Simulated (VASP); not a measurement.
# BN (Fmm2) in VASP: a series of runs

The runs below take BN through single point, with PBE+D3(BJ).

Program: VASP 6.6.1. These are calculated values, not measurements. Logs are shortened: lines on timing, memory, paths and dates and some standing lists are left out, and cuts for length are marked.

**1. The cell of the first run**

The structure is orthorhombic, space group Fmm2 (No. 42). The conventional cell has a = 2.428 Å, b = 6.781 Å, c = 4.397 Å, α = 90.00°, β = 90.00°, γ = 90.00°. Within 1.9 Å of B (site symmetry mm2) lie 3 N at 1.42 to 1.47 Å. N (site symmetry mm2) has 3 B at 1.42 to 1.47 Å within 1.9 Å.

**2. Single point, PBE+D3(BJ) (strain -0.030 along x and y, +0.015 along z)**

INCAR

```
PREC = Accurate
ENCUT = 520
EDIFF = 1E-7
ISMEAR = 0
SIGMA = 0.05
LREAL = False
LASPH = True
NELM = 60
ALGO = Normal
ISIF = 2
LWAVE = False
LCHARG = False
GGA = PE
IVDW = 12
NBANDS = 11
```

KPOINTS

```
regular mesh
0
Gamma
  12 12 12
```

POSCAR

```
BN
1.0
    0.0000000000      3.3904563551      2.1985826086
    1.2140831370      0.0000000000      2.1985826086
    1.2140831370      3.3904563551      0.0000000000
B N
1 1
Direct
    0.0000486500      0.0000486500      0.9999513500
    0.6666513400      0.6666513400      0.3333486600
```

Potentials or basis: VASP PAW PBE potentials, release 64 (B, N).

Started as:

```
$ cat potpaw_PBE.64/B/POTCAR potpaw_PBE.64/N/POTCAR > POTCAR
$ mpirun -np 1 vasp_std > vasp.out
```

OUTCAR:

```text
PREC = Accurate
   ENCUT = 520
   EDIFF = 1E-7
   ISMEAR = 0
   LREAL = False
   LASPH = True
   NELM = 60
   ISIF = 2
   GGA = PE
   IVDW = 12
 IVDW          = 12

 ion  position               nearest neighbor table
   1  0.000  0.000  1.000-   2 1.42   2 1.42   2 1.47
   2  0.667  0.667  0.333-   1 1.42   1 1.42   1 1.47

  LATTYP: Found a face centered orthorhombic cell.
 ALAT       =     2.4281662740
 B/A-ratio  =     1.8108995518
 C/A-ratio  =     2.7926064137

  Lattice vectors:

 A1 = (   0.0000000000,   3.3904563551,   2.1985826086)
 A2 = (  -1.2140831370,   3.3904563551,   0.0000000000)
 A3 = (  -1.2140831370,   0.0000000000,   2.1985826086)

Analysis of symmetry for initial positions (statically):
=====================================================================
 Subroutine PRICEL returns:
 Original cell was already a primitive cell.

 Routine SETGRP: Setting up the symmetry group for a
 face centered orthorhombic supercell.

 Subroutine GETGRP returns: Found  4 space group operations
 (whereof  4 operations were pure point group operations)
 out of a pool of  8 trial point group operations.

The static configuration has the point symmetry C_2v.

Analysis of symmetry for dynamics (positions and initial velocities):
=====================================================================
 Subroutine PRICEL returns:
 Original cell was already a primitive cell.

 Routine SETGRP: Setting up the symmetry group for a
 face centered orthorhombic supercell.

 Subroutine GETGRP returns: Found  4 space group operations
 (whereof  4 operations were pure point group operations)
 out of a pool of  8 trial point group operations.

The dynamic configuration has the point symmetry C_2v.

 Subroutine INISYM returns: Found  4 space group operations
 (whereof  4 operations are pure point group operations),
 and found     1 'primitive' translations

----------------------------------------------------------------------------------------

                                     Primitive cell

  volume of cell :      18.1000

  direct lattice vectors                    reciprocal lattice vectors
     0.000000000  3.390456355  2.198582609    -0.411833411  0.147472773  0.227419246
     1.214083137  0.000000000  2.198582609     0.411833411 -0.147472773  0.227419246
     1.214083137  3.390456355  0.000000000     0.411833411  0.147472773 -0.227419246

  length of vectors
     4.040910762  2.511526100  3.601276463     0.493025852  0.493025852  0.493025852

  position of ions in fractional coordinates (direct lattice)
     0.000048650  0.000048650  0.999951350
     0.666651340  0.666651340  0.333348660

  ion indices of the primitive-cell ions
   primitive index   ion index
                 1           1
                 2           2

----------------------------------------------------------------------------------------

 KPOINTS: regular mesh

Automatic generation of k-mesh.
 Grid dimensions read from file:
 generate k-points for:   12   12   12

 Generating k-lattice:

  Cartesian coordinates                     Fractional coordinates (reciprocal lattice)
    -0.034319451  0.012289398  0.018951604     0.083333333 -0.000000000  0.000000000
     0.034319451 -0.012289398  0.018951604    -0.000000000  0.083333333  0.000000000
     0.034319451  0.012289398 -0.018951604     0.000000000  0.000000000  0.083333333

  Length of vectors
     0.041085488  0.041085488  0.041085488

  Shift w.r.t. Gamma in fractional coordinates (k-lattice)
     0.000000000  0.000000000  0.000000000

 Subroutine IBZKPT returns following result:
 ===========================================

 Found    280 irreducible k-points:

 Following reciprocal coordinates:
            Coordinates               Weight
  0.000000  0.000000  0.000000      1.000000
  0.083333  0.000000 -0.000000      8.000000
  0.166667 -0.000000 -0.000000      8.000000
  0.250000  0.000000  0.000000      8.000000
  0.333333  0.000000  0.000000      8.000000
  0.416667  0.000000  0.000000      8.000000
[... 16 lines left out ...]
  0.500000  0.166667  0.000000      8.000000
 -0.416667  0.166667  0.000000      8.000000
 [... further k-points ...]
   k-points           NKPTS =    280   k-points in BZ     NKDIM =    280   number of bands    NBANDS=     11
   number of dos      NEDOS =    301   number of ions     NIONS =      2
   total plane-waves  NPLWV =  16800
   dimension x,y,z NGX =    30 NGY =   20 NGZ =   28
   dimension x,y,z NGXF=    60 NGYF=   40 NGZF=   56
   ions per type =               1   1
   NGX,Y,Z   is equivalent  to a cutoff of  12.34, 13.24, 12.93 a.u.
   NGXF,Y,Z  is equivalent  to a cutoff of  24.68, 26.48, 25.85 a.u.
 SYSTEM =  unknown system
   PREC   = accura    normal or accurate (medium, high low for compatibility)
   ISTART =      0    job   : 0-new  1-cont  2-samecut
   ICHARG =      2    charge: 1-file 2-atom 10-const
   ISPIN  =      1    spin polarized calculation?
   LNONCOLLINEAR =      F non collinear calculations
   LSORBIT =      F    spin-orbit coupling
   LASPH  =      T    aspherical Exc in radial PAW
   ENCUT  =  520.0 eV  38.22 Ry    6.18 a.u.   7.51  4.67  6.70*2*pi/ulx,y,z
   NELM   =     60;   NELMIN=  2; NELMDL= -5     # of ELM steps
   EDIFF  = 0.1E-06   stopping-criterion for ELM
   LREAL  =      F    real-space projection
   EDIFFG = 0.1E-05   stopping-criterion for IOM
   NSW    =      0    number of steps for IOM
   IBRION =     -1    ionic relax: 0-MD 1-quasi-New 2-CG
   NFREE  =      0    steps in history (QN), initial steepest desc. (CG)
   ISIF   =      2    stress and relaxation
   ISYM   =      2    0-nonsym 1-usesym 2-fastsym
   POTIM  = 0.5000    time-step for ionic-motion
   TEBEG  =    0.0;   TEEND  =   0.0 temperature during run
   PSTRESS=    0.0 pullay stress
   NELECT =       8.0000    total number of electrons
   NUPDOWN=      -1.0000    fix difference up-down
   EMIN   =  10.00;   EMAX   =-10.00  energy-range for DOS
   EFERMI =   0.00;   METHOD = LEGACY
   ISMEAR =     0;   SIGMA  =   0.05  broadening in eV -4-tet -1-fermi 0-gaus
   EFERMI_NEDOS =   21; number of points for ismear=-14 and -15
   IALGO  =     38    algorithm
   IMIX   =      4    mixing-type and parameters
     AMIX     =   0.40;   BMIX     =  1.00
     AMIX_MAG =   1.60;   BMIX_MAG =  1.00
  volume/ion in A,a.u.               =       9.05        61.07
  Fermi-wavevector in a.u.,A,eV,Ry     =   1.247034  2.356553 21.158343  1.555094
  Thomas-Fermi vector in A             =   2.381185
   LORBIT       =      0    0 simple, 1 ext, 2 COOP (PROOUT), +10 PAW based schemes
   GGA     = PE    functional components
   LHFCALC =     F    Hartree Fock is set to
   AEXX    =    0.0000 exact exchange contribution
   IVDW    =    12    specifies the selected vdW correction
   LEPSILON=     F    determine dielectric tensor
   LRPA    =     F    only Hartree local field effects (RPA)
 non-spin polarized calculation
 Gauss-broadening in eV      SIGMA  =   0.05
  energy-cutoff  :      520.00
  volume of cell :       18.10
 maximum number of plane-waves:       503
 NGX is ok and might be reduce to    30
   NGX = 15   NGY =  9   NGZ = 13

 number of electron       8.0000000 magnetization

 Free energy of the ion-electron system (eV)
  ---------------------------------------------------
  ext. energy  EPLUGINS =         0.00000000
  ---------------------------------------------------
  free energy    TOTEN  =       -17.51898077 eV

  energy without entropy =      -17.51898077  energy(sigma->0) =      -17.51898077

 E-fermi :   2.5876     XC(G=0):  -9.9879

 val. band max:        2.3887152756   @ k =   0.5000  -0.3333   0.1667
 cond. band min:       5.9481933964   @ k =   0.0000   0.5000   0.5000
 fundamental gap:      3.5594781209
 Fermi energy:         2.5876100328

 k-point     1 :       0.0000    0.0000    0.0000
  band No.  band energies     occupation
      1     -15.7190      2.00000
      2      -2.1434      2.00000
      3       0.7933      2.00000
      4       1.0790      2.00000
      5       7.3121      0.00000
      6      13.3162      0.00000
      7      14.6159      0.00000
      8      15.6500      0.00000
      9      17.5644      0.00000
     10      28.2561      0.00000
     11      30.3016      0.00000

 k-point     2 :       0.0833    0.0000   -0.0000
  band No.  band energies     occupation
      1     -15.5732      2.00000
      2      -2.0074      2.00000
      3       0.3999      2.00000
      4       0.6364      2.00000
      5       7.6324      0.00000
      6      13.6120      0.00000
      7      14.7470      0.00000
      8      15.1556      0.00000
      9      18.0930      0.00000
     10      28.3989      0.00000
     11      28.6818      0.00000

 k-point     3 :       0.1667   -0.0000   -0.0000
  band No.  band energies     occupation
      1     -15.1440      2.00000
      2      -1.6048      2.00000
      3      -0.9434      2.00000
      4      -0.1006      2.00000
      5       8.4837      0.00000
      6      13.5741      0.00000
      7      13.8712      0.00000
      8      16.0683      0.00000
      9      19.3110      0.00000
     10      25.3972      0.00000
     11      28.8292      0.00000
[... 267 lines left out ...]
 k-point    23 :       0.5000    0.1667    0.0000
  band No.  band energies     occupation
      1     -12.5428      2.00000
      2      -5.7683      2.00000
      3      -3.3186      2.00000
      4       1.3707      2.00000
      5       7.8554      0.00000
      6      13.2005      0.00000
      7      15.3815      0.00000
      8      17.8700      0.00000
      9      21.4926      0.00000
     10      23.6341      0.00000
     11      25.5110      0.00000

 k-point    24 :      -0.4167    0.1667    0.0000
  band No.  band energies     occupation
      1     -12.1029      2.00000
      2      -6.3960      2.00000
      3      -3.4493      2.00000
      4       1.7805      2.00000
      5       7.1152      0.00000
      6      13.7076      0.00000
      7      15.8261      0.00000
      8      17.7889      0.00000
      9      21.4538      0.00000
     10      22.9735      0.00000
     11      25.7791      0.00000

 [... further k-points ...]

------------------------ aborting loop because EDIFF is reached ----------------------------------------

 Edisp (eV)   -0.27995

 E8    (eV) :    -0.0818

  FORCE on cell =-STRESS in cart. coord.  units (eV):
  Direction    XX          YY          ZZ          XY          YZ          ZX
  --------------------------------------------------------------------------------------
  -------------------------------------------------------------------------------------
  Total       3.22296    -0.05633    -0.72355     0.00000     0.00000     0.00000
  in kB     285.28954    -4.98608   -64.04720     0.00000     0.00000     0.00000
  external pressure =       72.09 kB  Pullay stress =        0.00 kB

 VOLUME and BASIS-vectors are now :
 -----------------------------------------------------------------------------
  energy-cutoff  :      520.00
  volume of cell :       18.10
      direct lattice vectors                 reciprocal lattice vectors
     0.000000000  3.390456355  2.198582609    -0.411833411  0.147472773  0.227419246
     1.214083137  0.000000000  2.198582609     0.411833411 -0.147472773  0.227419246
     1.214083137  3.390456355  0.000000000     0.411833411  0.147472773 -0.227419246

 POSITION                                       TOTAL-FORCE (eV/Angst)
 -----------------------------------------------------------------------------------
      1.21408      3.39046      0.00021         0.000000      0.000000     -0.584841
      1.21408      3.39046      2.93138         0.000000      0.000000      0.584841
 -----------------------------------------------------------------------------------
    total drift:                               -0.000001     -0.000003      0.000028

  FREE ENERGIE OF THE ION-ELECTRON SYSTEM (eV)
  ---------------------------------------------------
  free  energy   TOTEN  =       -17.7989264664 eV

  energy  without entropy=      -17.7989264664  energy(sigma->0) =      -17.79892647
```

Run time: 58 s. Hardware: 1 thread of AMD EPYC 7R13 (Zen 3), shared host; peak memory 0.16 GiB.

What came out:

```
Free energy                : -17.7989 eV
Pressure                   : 7.2 GPa
Largest force              : 0.585 eV/Å
Band gap on the k mesh     : 3.56 eV, indirect (least direct gap 4.66 eV)
Dispersion energy per atom : -0.140 eV
```

Forces on the atoms (eV/Å):
```
B    0.000  0.000 -0.585
N    0.000  0.000  0.585
```

Levels at points of the mesh, in eV from the valence-band top:
| k point | band 2 | band 3 | band 4 | band 5 | band 6 | band 7 |
| --- | --- | --- | --- | --- | --- | --- |
| (0.00, 0.00, 0.00) | -4.53 | -1.60 | -1.31 | 4.92 | 10.93 | 12.23 |
| (0.50, 0.00, 0.00) | -9.09 | -4.53 | -0.96 | 4.64 | 9.57 | 13.59 |
| (0.50, 0.50, 0.00) | -9.37 | -3.84 | -0.79 | 5.89 | 10.09 | 12.18 |
| (0.50, 0.00, 0.50) | -6.42 | -1.58 | -1.34 | 9.90 | 10.77 | 12.10 |
| (0.00, 0.50, 0.50) | -9.14 | -3.89 | -1.93 | 3.56 | 11.05 | 14.93 |

Caveat: the cell differs from its parent crystal (strain -0.030 along x and y, +0.015 along z).

**3. Single point, PBE+D3(BJ) (strain -0.030 along x and y, +0.030 along z)**

INCAR

```
SYSTEM = BN
PREC = Accurate ; ENCUT = 520
EDIFF = 1E-6 ; ISMEAR = 0
SIGMA = 0.05 ; LREAL = .False.
LASPH = .True. ; NELM = 60
ALGO = Normal ; ISIF = 2
LWAVE = .False. ; LCHARG = .False.
GGA = PE ; IVDW = 12
NBANDS = 11
```

KPOINTS

```
regular mesh
0
Gamma
  12 12 12
  0 0 0
```

POSCAR

```
BN
1.0
    0.0000000000      3.3904563551      2.2310739772
    1.2140831370      0.0000000000      2.2310739772
    1.2140831370      3.3904563551      0.0000000000
B N
1 1
Direct
    0.0000486500      0.0000486500      0.9999513500
    0.6666513400      0.6666513400      0.3333486600
```

Potentials or basis: VASP PAW PBE potentials, release 64 (B, N).

Started as:

```
$ cat potpaw_PBE.64/B/POTCAR potpaw_PBE.64/N/POTCAR > POTCAR
$ mpirun -np 1 vasp_std > vasp.out
```

Run time: 54 s. Hardware: 1 thread of AMD EPYC 7R13 (Zen 3), shared host; peak memory 0.16 GiB.

It converged, with:

- Free energy: -17.7779 eV
- Pressure: 2.1 GPa
- Largest force: 0.649 eV/Å
- Band gap on the k mesh: 3.46 eV, indirect (least direct gap 4.63 eV)
- Dispersion energy per atom: -0.138 eV

Forces in eV/Å, atoms in the order of the input:
```
B    0.000  0.000 -0.649
N    0.000  0.000  0.649
```

Stress tensor (GPa, compression positive):
```
 25.57   0.00   0.00
  0.00  -0.37   0.00
  0.00   0.00 -18.88
```

Levels at points of the mesh, in eV from the valence-band top:
| k point | band 1 | band 2 | band 3 | band 4 | band 5 | band 6 | band 7 | band 8 |
| --- | --- | --- | --- | --- | --- | --- | --- | --- |
| (0.00, 0.00, 0.00) | -17.99 | -4.42 | -1.68 | -1.30 | 4.89 | 10.47 | 12.19 | 12.99 |
| (0.50, 0.00, 0.00) | -14.63 | -9.00 | -4.57 | -0.91 | 4.60 | 9.20 | 13.48 | 15.95 |
| (0.50, 0.50, 0.00) | -15.11 | -9.33 | -3.67 | -0.85 | 5.83 | 10.02 | 12.02 | 13.80 |
| (0.50, 0.00, 0.50) | -17.75 | -6.33 | -1.66 | -1.33 | 9.81 | 10.19 | 12.06 | 12.75 |
| (0.00, 0.50, 0.50) | -14.97 | -9.08 | -3.72 | -2.02 | 3.46 | 11.11 | 14.84 | 17.97 |

Caveat: the cell differs from its parent crystal (strain -0.030 along x and y, +0.030 along z).

(Part 1 of 2 ends here.)
